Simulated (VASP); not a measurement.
# SiW6 in VASP: notebook

Runs on SiW6. Level: PBE+D3(BJ). Tasks: single point.

Everything below comes from runs of VASP 6.6.1. Logs are shortened: lines on timing, memory, paths and dates and some standing lists are left out, and cuts for length are marked.

### Step 1. The cell of the first run

The cell holds a slab with vacuum, 7 atoms: a = 4.468 Å, b = 4.468 Å, c = 21.726 Å, α = 90.00°, β = 90.00°, γ = 120.00°.

### Step 2. Single point, PBE+D3(BJ)

The input, INCAR:

```
PREC     = Accurate       # precision mode
ENCUT    = 520            # plane-wave cutoff, eV
EDIFF    = 1E-6           # SCF threshold, eV
ISMEAR   = 0              # smearing method
SIGMA    = 0.1            # smearing width, eV
LREAL    = False          # projectors in reciprocal space
LASPH    = True           # aspherical terms in the spheres
NELM     = 100            # most SCF steps
ALGO     = Normal         # electronic algorithm
ISIF     = 2              # what is computed and relaxed
LWAVE    = False          # write WAVECAR
LCHARG   = True           # write CHGCAR
LDIPOL   = True         
IDIPOL   = 3            
DIPOL    = 0.5 0.5 0.320
GGA      = PE             # functional
IVDW     = 12             # dispersion correction
LELF     = True           # ELF
LVHAR    = True         
LVACPOTAV= True         
NBANDS   = 53             # bands
```

The input, KPOINTS:

```
regular mesh
0
Gamma
  6 6 1
```

The input, POSCAR:

```
SiW6
1.0
    4.4682526324      0.0000000000      0.0000000000
   -2.2341263162      3.8696202902      0.0000000000
    0.0000000000      0.0000000000     21.7259061349
W Si
6 1
Direct
    0.6666666667      0.3333333333      0.1841119986
    0.3333333333      0.6666666667      0.2260931360
    0.0000000000      0.0000000000      0.2680742733
    0.6666666667      0.3333333333      0.3070897866
    0.3333333333      0.6666666667      0.3466976876
    0.0000000000      0.0000000000      0.3832248047
    0.0000000000      0.4444444444      0.5259116036
```

Potentials or basis: VASP PAW PBE potentials, release 64 (W_sv, Si).

Command:

```console
> cat potpaw_PBE.64/W_sv/POTCAR potpaw_PBE.64/Si/POTCAR > POTCAR
> mpirun -np 1 vasp_std > vasp.out
```

OUTCAR:

```text
PREC = Accurate
   ENCUT = 520
   EDIFF = 1E-6
   ISMEAR = 0
   LREAL = False
   LASPH = True
   NELM = 100
   ISIF = 2
   GGA = PE
   IVDW = 12
 IVDW          = 12

 ion  position               nearest neighbor table
   1  0.667  0.333  0.184-   4 2.67   2 2.74   2 2.74   2 2.74   3 3.16   3 3.16   3 3.16
   2  0.333  0.667  0.226-   5 2.62   3 2.74   3 2.74   3 2.74   1 2.74   1 2.74   1 2.74   4 3.12
                             4 3.12   4 3.12
   3  0.000  0.000  0.268-   6 2.50   4 2.72   4 2.72   4 2.72   2 2.74   2 2.74   2 2.74   5 3.09
                             5 3.09   5 3.09   1 3.16   1 3.16   1 3.16
   4  0.667  0.333  0.307-   1 2.67   3 2.72   3 2.72   3 2.72   5 2.72   5 2.72   5 2.72   6 3.06
                             6 3.06   6 3.06   2 3.12   2 3.12   2 3.12
   5  0.333  0.667  0.347-   2 2.62   6 2.70   6 2.70   6 2.70   4 2.72   4 2.72   4 2.72   3 3.09
                             3 3.09   3 3.09
   6  0.000  0.000  0.383-   3 2.50   5 2.70   5 2.70   5 2.70   4 3.06   4 3.06   4 3.06
   7  0.000  0.444  0.526-

  LATTYP: Found a hexagonal cell.
 ALAT       =     4.4682526324
 C/A-ratio  =     4.8622824004

  Lattice vectors:

 A1 = (   4.4682526324,   0.0000000000,   0.0000000000)
 A2 = (  -2.2341263162,   3.8696202902,   0.0000000000)
 A3 = (   0.0000000000,   0.0000000000,  21.7259061349)

Analysis of symmetry for initial positions (statically):
=====================================================================
 Subroutine PRICEL returns:
 Original cell was already a primitive cell.

 Routine SETGRP: Setting up the symmetry group for a
 hexagonal supercell.

 Subroutine GETGRP returns: Found  1 space group operations
 (whereof  1 operations were pure point group operations)
 out of a pool of 24 trial point group operations.

The static configuration has the point symmetry C_1 .

Analysis of symmetry for dynamics (positions and initial velocities):
=====================================================================
 Subroutine PRICEL returns:
 Original cell was already a primitive cell.

 Routine SETGRP: Setting up the symmetry group for a
 hexagonal supercell.

 Subroutine GETGRP returns: Found  1 space group operations
 (whereof  1 operations were pure point group operations)
 out of a pool of 24 trial point group operations.

The dynamic configuration has the point symmetry C_1 .

 Subroutine INISYM returns: Found  1 space group operations
 (whereof  1 operations are pure point group operations),
 and found     1 'primitive' translations

----------------------------------------------------------------------------------------

                                     Primitive cell

  volume of cell :     375.6505

[... 107 lines left out ...]
   EFERMI =   0.00;   METHOD = LEGACY
   ISMEAR =     0;   SIGMA  =   0.10  broadening in eV -4-tet -1-fermi 0-gaus
   EFERMI_NEDOS =   21; number of points for ismear=-14 and -15
   IALGO  =     38    algorithm
   IMIX   =      4    mixing-type and parameters
     AMIX     =   0.40;   BMIX     =  1.00
     AMIX_MAG =   1.60;   BMIX_MAG =  1.00
  volume/ion in A,a.u.               =      53.66       362.14
  Fermi-wavevector in a.u.,A,eV,Ry     =   1.009193  1.907099 13.857143  1.018471
  Thomas-Fermi vector in A             =   2.142107
   LORBIT       =      0    0 simple, 1 ext, 2 COOP (PROOUT), +10 PAW based schemes
   GGA     = PE    functional components
   LHFCALC =     F    Hartree Fock is set to
   AEXX    =    0.0000 exact exchange contribution
   IVDW    =    12    specifies the selected vdW correction
   LEPSILON=     F    determine dielectric tensor
   LRPA    =     F    only Hartree local field effects (RPA)
 non-spin polarized calculation
 Gauss-broadening in eV      SIGMA  =   0.10
  energy-cutoff  :      520.00
  volume of cell :      375.65
 maximum number of plane-waves:     10145
 NGX is ok and might be reduce to    36
   NGX = 17   NGY = 17   NGZ = 81

 dipolmoment           0.000000      0.000000     -0.600572 electrons x Angstroem

 number of electron      88.0000002 magnetization

 dipolmoment           0.000000      0.000000      0.050425 electrons x Angstroem

 Free energy of the ion-electron system (eV)
  ---------------------------------------------------
  ext. energy  EPLUGINS =         0.00000000
  ---------------------------------------------------
  free energy    TOTEN  =       -72.09963147 eV

  energy without entropy =      -72.05670033  energy(sigma->0) =      -72.07816590

 E-fermi :   0.3494     XC(G=0):  -5.4119

 val. band max:        0.3479709837   @ k =   0.5000   0.3333   0.0000
 cond. band min:       0.3544266099   @ k =   0.1667   0.3333   0.0000
 fundamental gap:      0.0064556262
 Fermi energy:         0.3493659992

 k-point     1 :       0.0000    0.0000    0.0000
  band No.  band energies     occupation
      1     -73.6750      2.00000
      2     -73.5495      2.00000
      3     -73.5258      2.00000
      4     -73.4788      2.00000
      5     -73.3838      2.00000
      6     -73.3085      2.00000
[... 1109 lines left out ...]
     52       1.8103      0.00000
     53       2.0211      0.00000

------------------------ aborting loop because EDIFF is reached ----------------------------------------

 Edisp (eV)   -2.81086

 E8    (eV) :    -1.4747

  FORCE on cell =-STRESS in cart. coord.  units (eV):
  Direction    XX          YY          ZZ          XY          YZ          ZX
  --------------------------------------------------------------------------------------
  -------------------------------------------------------------------------------------
  Total      -4.41870    -4.64138    -4.21956     0.07670     0.20193     0.51847
  in kB     -18.84610   -19.79585   -17.99675     0.32714     0.86124     2.21131
  external pressure =      -18.88 kB  Pullay stress =        0.00 kB

 VOLUME and BASIS-vectors are now :
 -----------------------------------------------------------------------------
  energy-cutoff  :      520.00
  volume of cell :      375.65
      direct lattice vectors                 reciprocal lattice vectors
     4.468252632  0.000000000  0.000000000     0.223801133  0.129211644  0.000000000
    -2.234126316  3.869620290  0.000000000     0.000000000  0.258423288  0.000000000
     0.000000000  0.000000000 21.725906135     0.000000000  0.000000000  0.046028000

 POSITION                                       TOTAL-FORCE (eV/Angst)
 -----------------------------------------------------------------------------------
      2.23413      1.28987      4.00000         0.049291      0.047307      2.090575
     -0.00000      2.57975      4.91208         0.002484     -0.021708     -0.821865
      0.00000      0.00000      5.82416        -0.020035      0.016581     -1.801194
      2.23413      1.28987      6.67180        -0.101366     -0.105329     -1.418753
     -0.00000      2.57975      7.53232        -0.057887     -0.121116      0.373386
      0.00000      0.00000      8.32591        -0.026173      0.150841      3.011647
     -0.99295      1.71983     11.42591         0.153686      0.033424     -1.433795
 -----------------------------------------------------------------------------------
    total drift:                               -0.000015      0.000011      0.000101

  FREE ENERGIE OF THE ION-ELECTRON SYSTEM (eV)
  ---------------------------------------------------
  free  energy   TOTEN  =       -74.9104963451 eV

  energy  without entropy=      -74.8675652052  energy(sigma->0) =      -74.88903078

 vacuum level on the upper side and lower side of the slab         4.805         4.279
```

stdout:

```text
POSCAR found type information on POSCAR W Si
 POSCAR found :  2 types and       7 ions
 scaLAPACK will be used
 LDA part: xc-table for (Slater+PW92), standard interpolation
 POSCAR, INCAR and KPOINTS ok, starting setup
 FFT: planning ... GRIDC
 FFT: planning ... GRID_SOFT
 FFT: planning ... GRID
 WAVECAR not read
 entering main loop
 -----------------------------------------------------------------------------
|                                                                             |
|           W    W    AA    RRRRR   N    N  II  N    N   GGGG   !!!           |
|           W    W   A  A   R    R  NN   N  II  NN   N  G    G  !!!           |
|           W    W  A    A  R    R  N N  N  II  N N  N  G       !!!           |
|           W WW W  AAAAAA  RRRRR   N  N N  II  N  N N  G  GGG   !            |
|           WW  WW  A    A  R   R   N   NN  II  N   NN  G    G                |
|           W    W  A    A  R    R  N    N  II  N    N   GGGG   !!!           |
|                                                                             |
|     Did not find any points to average over, which means that no vacuum     |
|     field-free region was found. Please increase the size of  your cell     |
|     in the dimension of the dipole correction to obtain accurate            |
|     workfunction values.                                                    |
|                                                                             |
 -----------------------------------------------------------------------------
```

Run time: 23 min. Hardware: 1 thread of Oxide Virtual Turin-like, shared host; peak memory 0.64 GiB.

Results:

```yaml
Free_energy: -74.9105 eV
Largest_force: 3.016 eV/Å
Band_gap_on_the_k_mesh: zero (bands 44 and 45 overlap by 0.32 eV)
Dispersion_energy_per_atom: -0.402 eV
```

Forces on the atoms (eV/Å):
```
W    0.049  0.047  2.091
W    0.002 -0.022 -0.822
W   -0.020  0.017 -1.801
W   -0.101 -0.105 -1.419
W   -0.058 -0.121  0.373
W   -0.026  0.151  3.012
Si   0.154  0.033 -1.434
```

Levels at points of the mesh, in eV from the Fermi level:
```
           k point  band 40  band 41  band 42  band 43  band 44  band 45  band 46  band 47  band 48  band 49
(0.00, 0.00, 0.00)    -1.22    -1.10    -1.07    -0.97    -0.46     0.76     1.19     1.46     1.63     1.64
(0.50, 0.00, 0.00)    -1.34    -0.93    -0.63    -0.23     0.15     0.21     0.29     0.45     0.81     1.28
(0.00, 0.50, 0.00)    -1.32    -1.07    -0.71    -0.34    -0.04     0.19     0.30     0.86     1.05     1.18
(0.50, 0.50, 0.00)    -1.33    -1.03    -0.71    -0.38     0.01     0.19     0.30     0.82     0.99     1.19
```

Caveat: spin-orbit coupling is left out, which moves the levels of the heavy elements.

### Step 3. Single point, PBE+D3(BJ)

The input, INCAR:

```
SYSTEM = SiW6
  PREC = Accurate
  ENCUT = 520
  EDIFF = 1E-6
  ISMEAR = 0
  SIGMA = 0.1
  LREAL = .False.
  LASPH = .True.
  NELM = 100
  ALGO = Normal
  ISIF = 2
  LWAVE = .False.
  LCHARG = .False.
  LDIPOL = .True.
  IDIPOL = 3
  DIPOL = 0.5 0.5 0.320
  GGA = PE
  IVDW = 12
  NBANDS = 53
```

The input, KPOINTS:

```
regular mesh
0
Gamma
  6 6 1
  0 0 0
```

POSCAR: that of step 2 with these lines changed.

```diff
@@ -14,2 +14,2 @@
     0.0000000000      0.0000000000      0.3832248047
-    0.0000000000      0.4444444444      0.5259116036
+    0.0000000000      0.6666666667      0.5259116036
```

Potentials or basis: VASP PAW PBE potentials, release 64 (W_sv, Si).

Command:

```console
> cat potpaw_PBE.64/W_sv/POTCAR potpaw_PBE.64/Si/POTCAR > POTCAR
> mpirun -np 1 vasp_std > vasp.out
```

Wall time 23 min (1 thread of Oxide Virtual Turin-like, shared host); peak memory 0.63 GiB.

It converged, with:

```
Free energy                : -74.9749 eV
Largest force              : 2.119 eV/Å
Band gap on the k mesh     : zero (bands 44 and 45 overlap by 0.28 eV)
Dispersion energy per atom : -0.399 eV
```

Forces on the atoms (eV/Å):
```
W    0.069 -0.017  2.118
W   -0.019  0.048 -0.674
W    0.025 -0.058 -1.862
W   -0.149  0.018 -0.051
W   -0.181  0.115  0.525
W    0.249 -0.318  1.684
Si   0.005  0.212 -1.740
```

Levels at points of the mesh, in eV from the Fermi level:
```csv
k point,band 42,band 43,band 44,band 45,band 46,band 47
"(0.00, 0.00, 0.00)",-1.07,-1.02,-0.45,0.72,1.42,1.43
"(0.50, 0.00, 0.00)",-0.66,-0.24,0.13,0.21,0.29,0.44
"(0.00, 0.50, 0.00)",-0.70,-0.39,0.06,0.19,0.30,0.71
"(0.50, 0.50, 0.00)",-0.71,-0.26,-0.09,0.18,0.30,0.84
```

Caveat: spin-orbit coupling is left out, which moves the levels of the heavy elements.

### Step 4. Single point, PBE+D3(BJ)

The input, INCAR:

```
  PREC = Accurate
  ENCUT = 520
  EDIFF = 1E-7
  ISMEAR = 0
  SIGMA = 0.1
  LREAL = False
  LASPH = True
  NELM = 80
  ALGO = Normal
  ISIF = 2
  LWAVE = False
  LCHARG = False
  LDIPOL = True
  IDIPOL = 3
  DIPOL = 0.5 0.5 0.320
  GGA = PE
  IVDW = 12
  NBANDS = 53
```

The input, KPOINTS:

```
Automatic mesh
0
Gamma
  6 6 1
```

POSCAR: that of step 3 with these lines changed.

```diff
@@ -14,2 +14,2 @@
     0.0000000000      0.0000000000      0.3832248047
-    0.0000000000      0.6666666667      0.5259116036
+    0.0000000000      0.8888888889      0.5259116036
```

Command:

```console
> cat potpaw_PBE.64/W_sv/POTCAR potpaw_PBE.64/Si/POTCAR > POTCAR
> mpirun -np 1 vasp_std > vasp.out
```

It took 25 min on 1 thread of Oxide Virtual Turin-like, shared host; peak memory 0.65 GiB.

Results (log left out):

- Free energy: -75.0850 eV
- Largest force: 2.185 eV/Å
- Band gap on the k mesh: zero (bands 44 and 45 overlap by 0.32 eV)
- Dispersion energy per atom: -0.397 eV

Forces in eV/Å, atoms in the order of the input:
```
W    0.033 -0.044  2.102
W   -0.002  0.033 -0.605
W    0.023 -0.047 -2.183
W   -0.058  0.047 -0.075
W   -0.110  0.119  0.409
W    0.109 -0.137  2.178
Si   0.004  0.030 -1.826
```

Levels at points of the mesh, in eV from the Fermi level:
```csv
k point,band 41,band 42,band 43,band 44,band 45,band 46,band 47,band 48
"(0.00, 0.00, 0.00)",-1.23,-1.09,-1.09,-0.45,0.71,1.19,1.26,1.60
"(0.50, 0.00, 0.00)",-0.97,-0.74,-0.28,0.11,0.17,0.28,0.41,0.83
"(0.00, 0.50, 0.00)",-0.93,-0.75,-0.35,0.14,0.22,0.27,0.36,0.81
"(0.50, 0.50, 0.00)",-1.04,-0.74,-0.23,-0.01,0.15,0.28,0.59,0.79
```

Caveat: spin-orbit coupling is left out, which moves the levels of the heavy elements.

### Step 5. The runs side by side

| cell | gap on the mesh (eV) | largest force (eV/Å) |
| --- | --- | --- |
| as given, atomic positions A | none | 3.02 |
| as given, atomic positions B | none | 2.12 |
| as given, atomic positions C | none | 2.18 |

Alike in all rows: task single point; level PBE+D3(BJ); potentials or basis VASP PAW PBE potentials, release 64 (W_sv, Si); no spin polarisation; k mesh 6 × 6 × 1; cutoff (eV) 520; smearing gaussian 0.1 eV.

Caveats: spin-orbit coupling is left out, which moves the levels of the heavy elements.

Absolute energies hang on the potentials; compare differences alone.
